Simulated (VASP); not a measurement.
A run of VASP 6.6.1:

Contents of INCAR:

```
ALGO = Normal
EDIFF = 1E-6
ENCUT = 600
GGA_COMPAT = F
ISIF = 2
ISMEAR = 1
LASPH = T
LCHARG = F
LREAL = F
LWAVE = F
NBANDS = 26
NELM = 120
PREC = Accurate
SIGMA = 0.1
```

File KPOINTS:

```
k-points
0
Gamma
  4 4 4
```

Contents of POSCAR:

```
CaOsO3
1.0
    3.9521600000      0.0000000000      0.0000000000
    0.0000000000      3.9521600000      0.0000000000
    0.0000000000      0.0000000000      3.9521600000
Ca Os O
1 1 3
Direct
    0.0000000000      0.0000000000      0.0000000000
    0.5000000000      0.5000000000      0.5000000000
    0.5000000000      0.5000000000      0.0000000000
    0.0000000000      0.5000000000      0.5000000000
    0.5000000000      0.0000000000      0.5000000000
```

Potentials or basis: VASP PAW LDA potentials, release 64 (Ca_sv, Os, O).

The run is started by

```sh
$ cat potpaw_LDA.64/Ca_sv/POTCAR potpaw_LDA.64/Os/POTCAR potpaw_LDA.64/O/POTCAR > POTCAR
$ mpirun -np 1 vasp_std > vasp.out
```

Hardware: 1 thread of Intel Xeon 8259CL, with other jobs on the host.

**Question.** Estimate the wall time of this run.

**Answer.** It took 19 s on 1 thread of Intel Xeon 8259CL (shared host), peak memory 0.16 GiB. Counts: scf iterations 13, k points 10.
